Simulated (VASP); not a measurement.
**C: single point with PBE+D3(BJ)**

C, a slab with vacuum:

```
CELL_PARAMETERS angstrom
2.46567 0.00000 0.00000
-1.23283 2.13533 0.00000
0.00000 0.00000 17.50007
ATOMIC_POSITIONS crystal
C 0.66667 0.33333 0.25714
C 0.33333 0.66667 0.25714
C 0.66667 0.50000 0.43200
C 0.00000 0.16667 0.43200
```

This cell differs from its parent crystal: layers slid over each other.

| Property | Result |
| --- | --- |
| Program | VASP 6.6.1 |
| Task | single point |
| Functional | PBE |
| Dispersion | D3(BJ) |
| Potentials or basis | VASP PAW PBE potentials, release 64 (C) |
| Cutoff | 520 eV |
| k mesh | 15 × 15 × 1 |
| Occupations | gaussian, width 0.1 eV |
| Spin | no spin polarisation |

The largest force is 0.127 eV/Å and the dispersion energy per atom is -0.127 eV.

Forces in eV/Å, atoms in the order of the input:
```
C   -0.012  0.009 -0.097
C   -0.014  0.008 -0.126
C    0.012 -0.009  0.097
C    0.014 -0.008  0.126
```

Wall time 4 min on 1 thread of AMD EPYC 7R13, with other jobs on the host, peak memory 0.25 GiB.

Caveat: the cell differs from its parent crystal (layers slid over each other).
